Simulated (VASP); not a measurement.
# Al3GaN4 (Pm) in VASP: notebook

Runs on Al3GaN4. Level: r2SCAN. Tasks: single point.

Everything below comes from runs of VASP 6.6.1. Logs are shortened: lines on timing, memory, paths and dates and some standing lists are left out, and cuts for length are marked.

### Step 1. The cell of the first run

It takes space group Pm (No. 6, monoclinic). The conventional cell has a = 5.038 Å, b = 3.125 Å, c = 5.410 Å, α = 90.00°, β = 90.03°, γ = 90.00°. Al (site symmetry m) has 4 N at 1.88 to 1.90 Å within 2.5 Å. Within 2.5 Å of Al (site symmetry m) lie 4 N at 1.89 to 1.90 Å. Within 2.5 Å of Al (site symmetry m) lie 4 N at 1.89 to 1.90 Å. Ga (site symmetry m) has 4 N at 1.93 to 1.96 Å within 2.6 Å. N (site symmetry m) has 3 Al at 1.89 Å and 1 Ga at 1.96 Å within 2.5 Å. Within 2.5 Å of N (site symmetry m) lie 4 Al at 1.90 Å. N (site symmetry m) has 2 Al at 1.88 to 1.89 Å and 2 Ga at 1.93 Å within 2.5 Å. N (site symmetry m) has 3 Al at 1.89 to 1.90 Å and 1 Ga at 1.94 Å within 2.5 Å.

### Step 2. Single point, r2SCAN

Contents of POSCAR:

```
Al3GaN4
1.0
   -5.0380822009      0.0000000000     -0.0000609628
    0.0000000000     -3.1249488261      0.0000000000
   -0.0065814847      0.0000000000     10.8207859611
Al Ga N
6 2 8
Direct
    0.4997783381      0.5000000000      0.0836275373
    0.4997783381      0.5000000000      0.5836275373
    0.9993316293      0.5000000000      0.4174509685
    0.9993316293      0.5000000000      0.9174509685
    0.9989956742      1.0000000000      0.1658222320
    0.9989956742      1.0000000000      0.6658222320
    0.5005053126      1.0000000000      0.3331022322
    0.5005053126      1.0000000000      0.8331022322
    0.8892930213      1.0000000000      0.3331585062
    0.8892930213      1.0000000000      0.8331585062
    0.8773244104      0.5000000000      0.0835661458
    0.8773244104      0.5000000000      0.5835661458
    0.3745864007      0.5000000000      0.4203405032
    0.3745864007      0.5000000000      0.9203405032
    0.3765862133      1.0000000000      0.1629323748
    0.3765862133      1.0000000000      0.6629323748
```

Contents of INCAR.step1:

```
SYSTEM = Al3GaN4
PREC = Accurate ; ENCUT = 520
ISMEAR = 0 ; SIGMA = 0.05
LREAL = Auto ; LASPH = .TRUE.
NELM = 80 ; NBANDS = 56
GGA = PE ; ALGO = Normal
EDIFF = 1E-4 ; LWAVE = .TRUE.
LCHARG = .FALSE.
```

Contents of INCAR.step2:

```
SYSTEM = Al3GaN4
PREC = Accurate ; ENCUT = 520
EDIFF = 1E-7 ; ISMEAR = 0
SIGMA = 0.05 ; LREAL = Auto
LASPH = .TRUE. ; NELM = 80
ALGO = Normal ; ISIF = 2
LWAVE = .FALSE. ; LCHARG = .FALSE.
METAGGA = R2SCAN ; LMIXTAU = .TRUE.
NBANDS = 56 ; ISTART = 1
```

Contents of KPOINTS:

```
regular mesh
0
G
  5 7 2
  0 0 0
```

Potentials or basis: VASP PAW PBE potentials, release 64 (Al, Ga_d, N).

The run is started by

```sh
cat potpaw_PBE.64/Al/POTCAR potpaw_PBE.64/Ga_d/POTCAR potpaw_PBE.64/N/POTCAR > POTCAR
cp INCAR.step1 INCAR
mpirun -np 1 vasp_std > vasp.out
cp INCAR.step2 INCAR
mpirun -np 1 vasp_std > vasp.out
```

OUTCAR:

```text
SYSTEM = Al3GaN4
   PREC = Accurate
   ENCUT = 520
   EDIFF = 1E-7
   ISMEAR = 0
   LREAL = Auto
   LASPH = .TRUE.
   NELM = 80
   ISIF = 2
   METAGGA = R2SCAN
   ISTART = 1

 ion  position               nearest neighbor table
   1  0.500  0.500  0.084-  14 1.88  15 1.89  15 1.89  11 1.90   5 3.09   5 3.09   4 3.09   5 3.10
                             5 3.10   4 3.10   7 3.12   7 3.12   8 3.13   8 3.13
   2  0.500  0.500  0.584-  13 1.88  16 1.89  16 1.89  12 1.90   6 3.09   6 3.09   3 3.09   6 3.10
                             6 3.10   3 3.10   8 3.12   8 3.12   7 3.13   7 3.13
   3  0.999  0.500  0.417-  13 1.89   9 1.89   9 1.89  12 1.90   2 3.09   7 3.10   7 3.10   2 3.10
                             7 3.11   7 3.11   6 3.11   6 3.11   5 3.14   5 3.14
   4  0.999  0.500  0.917-  14 1.89  10 1.89  10 1.89  11 1.90   1 3.09   8 3.10   8 3.10   1 3.10
                             8 3.11   8 3.11   5 3.11   5 3.11   6 3.14   6 3.14
   5  0.999  0.000  0.166-   9 1.89  11 1.90  11 1.90  15 1.90   1 3.09   1 3.09   7 3.09   1 3.10
                             1 3.10   4 3.11   4 3.11   7 3.11   3 3.14   3 3.14
   6  0.999  0.000  0.666-  10 1.89  12 1.90  12 1.90  16 1.90   2 3.09   2 3.09   8 3.09   2 3.10
                             2 3.10   3 3.11   3 3.11   8 3.11   4 3.14   4 3.14
   7  0.501  0.000  0.333-  13 1.93  13 1.93  15 1.94   9 1.96   5 3.09   3 3.10   3 3.10   3 3.11
                             3 3.11   5 3.11   1 3.12   1 3.12   2 3.13   2 3.13
   8  0.501  0.000  0.833-  14 1.93  14 1.93  16 1.94  10 1.96   6 3.09   4 3.10   4 3.10   4 3.11
                             4 3.11   6 3.11   2 3.12   2 3.12   1 3.13   1 3.13
   9  0.889  0.000  0.333-   3 1.89   3 1.89   5 1.89   7 1.96
[... 16 lines left out ...]
 A1 = (  -5.0380822009,   0.0000000000,  -0.0000609628)
 A2 = (   0.0000000000,   3.1249488261,   0.0000000000)
 A3 = (   0.0065814847,   0.0000000000, -10.8207859611)

Analysis of symmetry for initial positions (statically):
=====================================================================
 Subroutine PRICEL returns following result:

  LATTYP: Found a simple monoclinic cell.
 ALAT       =     5.0380822013
 B/A-ratio  =     0.6202655497
 C/A-ratio  =     1.0738995048
 COS(beta)  =    -0.0005961256

  Lattice vectors:

 A1 = (  -5.0380822009,   0.0000000000,  -0.0000609628)
 A2 = (   0.0000000000,   3.1249488261,   0.0000000000)
 A3 = (   0.0032907424,   0.0000000000,  -5.4103929806)

   2 primitive cells build up your supercell.

 Routine SETGRP: Setting up the symmetry group for a
 simple monoclinic supercell.

 Subroutine GETGRP returns: Found  2 space group operations
 (whereof  2 operations were pure point group operations)
 out of a pool of  4 trial point group operations.

The static configuration has the point symmetry C_1h.

Analysis of symmetry for dynamics (positions and initial velocities):
=====================================================================
 Subroutine PRICEL returns following result:

  LATTYP: Found a simple monoclinic cell.
 ALAT       =     5.0380822013
 B/A-ratio  =     0.6202655497
 C/A-ratio  =     1.0738995048
 COS(beta)  =    -0.0005961256

  Lattice vectors:

 A1 = (  -5.0380822009,   0.0000000000,  -0.0000609628)
 A2 = (   0.0000000000,   3.1249488261,   0.0000000000)
 A3 = (   0.0032907424,   0.0000000000,  -5.4103929806)

   2 primitive cells build up your supercell.

 Routine SETGRP: Setting up the symmetry group for a
 simple monoclinic supercell.

 Subroutine GETGRP returns: Found  2 space group operations
 (whereof  2 operations were pure point group operations)
 out of a pool of  4 trial point group operations.

The dynamic configuration has the point symmetry C_1h.

 Subroutine INISYM returns: Found  2 space group operations
 (whereof  2 operations are pure point group operations),
 and found     2 'primitive' translations

----------------------------------------------------------------------------------------

                                     Primitive cell

  volume of cell :      85.1799

  direct lattice vectors                    reciprocal lattice vectors
    -5.038082201  0.000000000 -0.000060963    -0.198488225  0.000000000 -0.000120726
     0.000000000  3.124948826  0.000000000     0.000000000  0.320005240  0.000000000
     0.003290742  0.000000000 -5.410392981     0.000002237  0.000000000 -0.184829456

[... 25 lines left out ...]

 KPOINTS: regular mesh

Automatic generation of k-mesh.
 Grid dimensions read from file:
 generate k-points for:    5    7    2

 Generating k-lattice:

  Cartesian coordinates                     Fractional coordinates (reciprocal lattice)
    -0.039697645  0.000000000 -0.000024145     0.200000000  0.000000000  0.000000000
     0.000000000 -0.045715034  0.000000000     0.000000000  0.142857143  0.000000000
    -0.000000559  0.000000000  0.046207364     0.000000000  0.000000000  0.500000000

  Length of vectors
     0.039697652  0.045715034  0.046207364

  Shift w.r.t. Gamma in fractional coordinates (k-lattice)
     0.000000000  0.000000000  0.000000000

 Subroutine IBZKPT returns following result:
 ===========================================

 Found     24 irreducible k-points:

 Following reciprocal coordinates:
            Coordinates               Weight
  0.000000  0.000000  0.000000      1.000000
  0.200000  0.000000  0.000000      2.000000
  0.400000  0.000000  0.000000      2.000000
  0.000000  0.142857  0.000000      2.000000
  0.200000  0.142857  0.000000      4.000000
  0.400000  0.142857  0.000000      4.000000
[... 16 lines left out ...]
  0.200000  0.428571  0.500000      4.000000
  0.400000  0.428571  0.500000      4.000000
   k-points           NKPTS =     24   k-points in BZ     NKDIM =     24   number of bands    NBANDS=     56
   number of dos      NEDOS =    301   number of ions     NIONS =     16
   total plane-waves  NPLWV =  76800
   dimension x,y,z NGX =    40 NGY =   24 NGZ =   80
   dimension x,y,z NGXF=    80 NGYF=   48 NGZF=  160
   ions per type =               6   2   8
   NGX,Y,Z   is equivalent  to a cutoff of  13.20, 12.77, 12.29 a.u.
   NGXF,Y,Z  is equivalent  to a cutoff of  26.40, 25.54, 24.58 a.u.
 SYSTEM =  Al3GaN4
   PREC   = accura    normal or accurate (medium, high low for compatibility)
   ISTART =      1    job   : 0-new  1-cont  2-samecut
   ICHARG =      0    charge: 1-file 2-atom 10-const
   ISPIN  =      1    spin polarized calculation?
   LNONCOLLINEAR =      F non collinear calculations
   LSORBIT =      F    spin-orbit coupling
   LASPH  =      T    aspherical Exc in radial PAW
   ENCUT  =  520.0 eV  38.22 Ry    6.18 a.u.   9.37  5.81 20.12*2*pi/ulx,y,z
   NELM   =     80;   NELMIN=  2; NELMDL=  0     # of ELM steps
   EDIFF  = 0.1E-06   stopping-criterion for ELM
   LREAL  =      T    real-space projection
   EDIFFG = 0.1E-05   stopping-criterion for IOM
   NSW    =      0    number of steps for IOM
   IBRION =     -1    ionic relax: 0-MD 1-quasi-New 2-CG
   NFREE  =      0    steps in history (QN), initial steepest desc. (CG)
   ISIF   =      2    stress and relaxation
   ISYM   =      2    0-nonsym 1-usesym 2-fastsym
   POTIM  = 0.5000    time-step for ionic-motion
   TEBEG  =    0.0;   TEEND  =   0.0 temperature during run
   PSTRESS=    0.0 pullay stress
   NELECT =      84.0000    total number of electrons
   NUPDOWN=      -1.0000    fix difference up-down
   EMIN   =  10.00;   EMAX   =-10.00  energy-range for DOS
   EFERMI =   0.00;   METHOD = LEGACY
   ISMEAR =     0;   SIGMA  =   0.05  broadening in eV -4-tet -1-fermi 0-gaus
   EFERMI_NEDOS =   21; number of points for ismear=-14 and -15
   IALGO  =     38    algorithm
   IMIX   =      4    mixing-type and parameters
     AMIX     =   0.40;   BMIX     =  1.00
     AMIX_MAG =   1.60;   BMIX_MAG =  1.00
  volume/ion in A,a.u.               =      10.65        71.85
  Fermi-wavevector in a.u.,A,eV,Ry     =   1.293339  2.444056 22.758805  1.672725
  Thomas-Fermi vector in A             =   2.424990
   LORBIT       =      0    0 simple, 1 ext, 2 COOP (PROOUT), +10 PAW based schemes
   METAGGA = R2SCAN    functional components
   LHFCALC =     F    Hartree Fock is set to
   AEXX    =    0.0000 exact exchange contribution
   IVDW    =     0    specifies the selected vdW correction
   LEPSILON=     F    determine dielectric tensor
   LRPA    =     F    only Hartree local field effects (RPA)
 non-spin polarized calculation
 Gauss-broadening in eV      SIGMA  =   0.05
  energy-cutoff  :      520.00
  volume of cell :      170.36
 maximum number of plane-waves:      4614
 NGX is ok and might be reduce to    40

 number of electron      83.9999983 magnetization

 Free energy of the ion-electron system (eV)
  ---------------------------------------------------
  ext. energy  EPLUGINS =         0.00000000
  ---------------------------------------------------
  free energy    TOTEN  =      -159.12301524 eV

  energy without entropy =     -159.12301524  energy(sigma->0) =     -159.12301524

 E-fermi :   5.9435     XC(G=0): -11.7493

 val. band max:        5.6581326144   @ k =   0.0000   0.0000   0.0000
 cond. band min:       9.8207835275   @ k =   0.0000   0.0000   0.0000
 fundamental gap:      4.1626509131
 Fermi energy:         5.9434705861

 k-point     1 :       0.0000    0.0000    0.0000
  band No.  band energies     occupation
      1     -10.5023      2.00000
      2      -9.9047      2.00000
      3      -9.7428      2.00000
      4      -9.0258      2.00000
      5      -8.9878      2.00000
      6      -8.8425      2.00000
[... 1357 lines left out ...]
     53      15.5396      0.00000
     54      15.5513      0.00000
 [bands above 54 left out]

------------------------ aborting loop because EDIFF is reached ----------------------------------------

  FORCE on cell =-STRESS in cart. coord.  units (eV):
  Direction    XX          YY          ZZ          XY          YZ          ZX
  --------------------------------------------------------------------------------------
  -------------------------------------------------------------------------------------
  Total        0.0420361      0.0167258      0.0320695      0.0000000      0.0000000     -0.0023591
  in kB        0.3953352      0.1573003      0.3016029      0.0000000      0.0000000     -0.0221865
  external PRESSURE =       0.2847462 kB  Pullay stress =       0.0000000 kB

 VOLUME and BASIS-vectors are now :
 -----------------------------------------------------------------------------
  energy-cutoff  :      520.00
  volume of cell :      170.36
      direct lattice vectors                 reciprocal lattice vectors
    -5.038082201  0.000000000 -0.000060963    -0.198488225  0.000000000 -0.000120726
     0.000000000 -3.124948826  0.000000000     0.000000000 -0.320005240  0.000000000
    -0.006581485  0.000000000 10.820785961    -0.000001118  0.000000000  0.092414728

 POSITION                                       TOTAL-FORCE (eV/Angst)
 -----------------------------------------------------------------------------------
     -2.51847     -1.56247      0.90489         0.007815     -0.000000      0.002165
     -2.52177     -1.56247      6.31528         0.007815     -0.000000      0.002165
     -5.03746     -1.56247      4.51709        -0.002574     -0.000000      0.005222
     -5.04075     -1.56247      9.92748        -0.002574     -0.000000      0.005222
     -5.03411      0.00000      1.79427        -0.001273     -0.000000     -0.003974
     -5.03740      0.00000      7.20466        -0.001273     -0.000000     -0.003974
[... 8 lines left out ...]
     -1.89834      0.00000      1.76303         0.020470     -0.000000     -0.072286
     -1.90164      0.00000      7.17343         0.020470     -0.000000     -0.072286
 -----------------------------------------------------------------------------------
    total drift:                                0.103666     -0.000000     -0.019775

  FREE ENERGIE OF THE ION-ELECTRON SYSTEM (eV)
  ---------------------------------------------------
  free  energy   TOTEN  =      -159.1230152408 eV

  energy  without entropy=     -159.1230152408  energy(sigma->0) =     -159.12301524
```

Wall time 31 min (1 thread of Intel Xeon 8259CL, shared host); peak memory 0.38 GiB.

Results:

```yaml
Free_energy: -159.1230 eV
Pressure: 0.0 GPa
Largest_force: 0.092 eV/Å
Band_gap_on_the_k_mesh: 4.16 eV
```

Forces in eV/Å, atoms in the order of the input:
```
Al   0.008  0.000  0.002
Al   0.008  0.000  0.002
Al  -0.003  0.000  0.005
Al  -0.003  0.000  0.005
Al  -0.001  0.000 -0.004
Al  -0.001  0.000 -0.004
Ga   0.005  0.000 -0.011
Ga   0.005  0.000 -0.011
N   -0.074  0.000  0.001
N   -0.074  0.000  0.001
N   -0.002  0.000  0.000
N   -0.002  0.000  0.000
N    0.047  0.000  0.078
N    0.047  0.000  0.078
N    0.020  0.000 -0.072
N    0.020  0.000 -0.072
```

Levels at points of the mesh, in eV from the valence-band top:
| k point | band 38 | band 39 | band 40 | band 41 | band 42 | band 43 | band 44 | band 45 | band 46 | band 47 |
| --- | --- | --- | --- | --- | --- | --- | --- | --- | --- | --- |
| (0.00, 0.00, 0.00) | -0.40 | -0.19 | -0.09 | -0.01 | 0.00 | 4.16 | 6.19 | 6.23 | 6.54 | 6.60 |
| (0.00, 0.00, 0.50) | -0.70 | -0.11 | -0.11 | -0.07 | -0.07 | 5.03 | 5.03 | 6.58 | 6.58 | 6.99 |

Caveat: the PAW data sets were made with another functional, which shifts forces and pressure a little.

### Step 3. Single point, r2SCAN

This run uses another cell than the first one: it holds 8 atoms, not 16.

Contents of POSCAR:

```
Al3GaN4
1.0
    5.0380822266      0.0000000000     -0.0000450499
    0.0000000000      3.1249488270      0.0000000000
   -0.0032736541      0.0000000000      5.4915489153
Al Ga N
3 1 4
Direct
    0.5007425164      0.5000000000      0.1668756316
    0.0012142963      0.5000000000      0.8352085755
    0.0015485602      0.0000000000      0.3320598032
    0.5003053976      0.0000000000      0.6657309690
    0.1102473589      0.0000000000      0.6649939414
    0.1219825070      0.5000000000      0.1658437471
    0.6247310493      0.5000000000      0.8420455009
    0.6228273143      0.0000000000      0.3272428312
```

Contents of INCAR.step1:

```
ALGO     = Normal         # electronic algorithm
EDIFF    = 1E-4           # SCF threshold, eV
ENCUT    = 520            # plane-wave cutoff, eV
GGA      = PE             # functional
ISMEAR   = 0              # smearing method
LASPH    = T              # aspherical terms in the spheres
LCHARG   = F              # write CHGCAR
LREAL    = F              # projectors in reciprocal space
LWAVE    = T              # write WAVECAR
NBANDS   = 31             # bands
NELM     = 80             # most SCF steps
PREC     = Accurate       # precision mode
SIGMA    = 0.02           # smearing width, eV
```

Contents of INCAR.step2:

```
ALGO     = Normal         # electronic algorithm
EDIFF    = 1E-7           # SCF threshold, eV
ENCUT    = 520            # plane-wave cutoff, eV
ISIF     = 2              # what is computed and relaxed
ISMEAR   = 0              # smearing method
ISTART   = 1            
LASPH    = T              # aspherical terms in the spheres
LCHARG   = F              # write CHGCAR
LMIXTAU  = T            
LREAL    = F              # projectors in reciprocal space
LWAVE    = F              # write WAVECAR
METAGGA  = R2SCAN         # meta-GGA
NBANDS   = 31             # bands
NELM     = 80             # most SCF steps
PREC     = Accurate       # precision mode
SIGMA    = 0.02           # smearing width, eV
```

Contents of KPOINTS:

```
k-points
0
Gamma
  6 8 4
```

Potentials or basis: VASP PAW PBE potentials, release 64 (Al, Ga_d, N).

The run is started by

```sh
cat potpaw_PBE.64/Al/POTCAR potpaw_PBE.64/Ga_d/POTCAR potpaw_PBE.64/N/POTCAR > POTCAR
cp INCAR.step1 INCAR
mpirun -np 1 vasp_std > vasp.out
cp INCAR.step2 INCAR
mpirun -np 1 vasp_std > vasp.out
```

Wall time 5.2 min (1 thread of Intel Xeon 6975P-C (Granite Rapids), shared host); peak memory 0.32 GiB.

It converged, with:

```
Free energy            : -79.5385 eV
Pressure               : -3.1 GPa
Largest force          : 0.090 eV/Å
Band gap on the k mesh : 4.01 eV
```

Forces on the atoms (eV/Å):
```
Al   0.004  0.000 -0.003
Al  -0.004  0.000  0.001
Al  -0.002  0.000 -0.001
Ga   0.012  0.000 -0.001
N   -0.071  0.000 -0.001
N   -0.001  0.000 -0.002
N    0.045  0.000  0.078
N    0.018  0.000 -0.071
```

Stress tensor (GPa, compression positive):
```
-1.46  0.00  0.01
 0.00 -1.91  0.00
 0.01  0.00 -5.79
```

Levels at points of the mesh, in eV from the valence-band top:
```csv
k point,band 18,band 19,band 20,band 21,band 22,band 23,band 24,band 25
"(0.00, 0.00, 0.00)",-0.71,-0.19,0.00,0.00,4.01,6.21,6.62,6.67
"(0.50, 0.00, 0.00)",-0.80,-0.68,-0.44,-0.26,5.48,5.89,6.24,6.69
"(0.00, 0.50, 0.00)",-1.94,-1.86,-1.57,-1.52,6.32,6.34,8.22,8.32
"(0.50, 0.50, 0.00)",-1.21,-1.20,-1.17,-0.85,6.77,7.13,7.16,7.21
"(0.00, 0.00, 0.50)",-0.60,-0.55,-0.43,-0.16,6.07,6.45,7.72,8.18
"(0.50, 0.00, 0.50)",-1.20,-1.15,-1.13,-0.69,6.51,6.81,7.02,7.15
"(0.00, 0.50, 0.50)",-1.90,-1.83,-0.88,-0.72,5.74,6.25,6.36,6.52
"(0.50, 0.50, 0.50)",-1.58,-1.52,-1.47,-1.16,5.32,5.75,5.80,5.82
```

Caveat: the cell stands under tension; the PAW data sets were made with another functional, which shifts forces and pressure a little. A k mesh can miss the band edges.

[end of part 1 of 2]
